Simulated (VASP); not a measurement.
Wanted: the native input for a VASP 6.6.1 run.

```yaml
Task: single point
Functional: LDA
Potentials_or_basis: VASP PAW LDA potentials, release 64 (Au)
Cutoff: 520 eV
k_mesh: 7 × 7 × 15
Occupations: gaussian, width 0.1 eV
Spin: no spin polarisation
Dipole_correction: no
Further_INCAR_settings: ALGO = Fast; EDIFF = 1e-07; NBANDS = 30
```

The structure of Au lies in POSCAR:

```
Au
1.0
    5.2873039334      0.0000000000      0.0000000000
    0.0000000000      5.4182798822      0.0000000000
   -1.7624346445      0.0000000000      2.3248610402
Au
4
Direct
    0.0000000000      0.5000000000      0.0000000000
    0.5000000000      0.7500000000      0.0000000000
    0.0000000000      0.0000000000      0.0000000000
    0.5000000000      0.2500000000      0.0000000000
```

These files were run (other wordings do the same):

INCAR

```
SYSTEM = Au
ALGO = Fast
EDIFF = 1E-7
ENCUT = 520
GGA = CA
ISIF = 2
ISMEAR = 0
LASPH = .True.
LCHARG = .True.
LELF = .True.
LREAL = .False.
LVHAR = .True.
LWAVE = .False.
NBANDS = 30
NELM = 100
PREC = Accurate
SIGMA = 0.1
```

KPOINTS

```
k-points
0
Gamma
  7 7 15
  0 0 0
```

Potentials or basis: VASP PAW LDA potentials, release 64 (Au).

Launch:

```bash
$ cat potpaw_LDA.64/Au/POTCAR > POTCAR
$ mpirun -np 1 vasp_std > vasp.out
```

Results of the run:

- Pressure: 1.4 GPa
- Band gap on the k mesh: zero (bands 22 and 23 overlap by 4.11 eV)

Caveat: spin-orbit coupling is left out, which moves the levels of the heavy elements.

Run time: 9.1 min on 1 thread of Intel Xeon 8259CL, on a shared host, peak memory 0.4 GiB.
